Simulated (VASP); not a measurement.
# Ti: single point with PBE

Ti, a wire with vacuum:

```
CELL_PARAMETERS angstrom
11.70000 0.00000 0.00000
0.00000 9.30000 0.00000
0.00000 0.00000 5.40415
ATOMIC_POSITIONS crystal
Ti 0.39274 0.50000 0.00000
Ti 0.39274 0.50000 0.50000
Ti 0.60726 0.50000 0.00000
Ti 0.60726 0.50000 0.50000
```

| Property | Result |
| --- | --- |
| Program | VASP 6.6.1 |
| Task | single point |
| Functional | PBE |
| Potentials or basis | VASP PAW PBE potentials, release 64 (Ti_sv) |
| Cutoff | 520 eV |
| k mesh | 1 × 1 × 13 |
| Occupations | gaussian, width 0.05 eV |
| Spin | collinear spin, ferromagnetic start |
| Starting moments | [1.5, 1.5, 1.5, 1.5] μB |
| Dipole correction | no |
| Further INCAR settings | ALGO = Normal; EDIFF = 1e-06; NBANDS = 36 |

```
Largest force                                         : 0.492 eV/Å
Net moment                                            : 5.79 μB per cell
Site moments                                          : Ti +1.03 μB
Valence electrons inside the program's atomic spheres : Ti 10.24
```

Forces on the atoms (eV/Å):
```
Ti   0.492  0.000  0.000
Ti   0.492  0.000  0.000
Ti  -0.492  0.000  0.000
Ti  -0.492  0.000  0.000
```

Levels at points of the mesh, in eV from the Fermi level:
Spin up:
| k point | band 25 | band 26 | band 27 | band 28 | band 29 | band 30 |
| --- | --- | --- | --- | --- | --- | --- |
| (0.00, 0.00, 0.00) | -0.43 | -0.10 | -0.10 | 0.19 | 0.64 | 0.65 |
Spin down:
```
           k point  band 19  band 20  band 21  band 22  band 23  band 24
(0.00, 0.00, 0.00)    -1.06    -0.39    -0.34    -0.10     0.44     0.46
```

Run time: 36 min on 1 thread of Oxide Virtual Turin-like Processor, with other jobs on the host, peak memory 0.82 GiB.
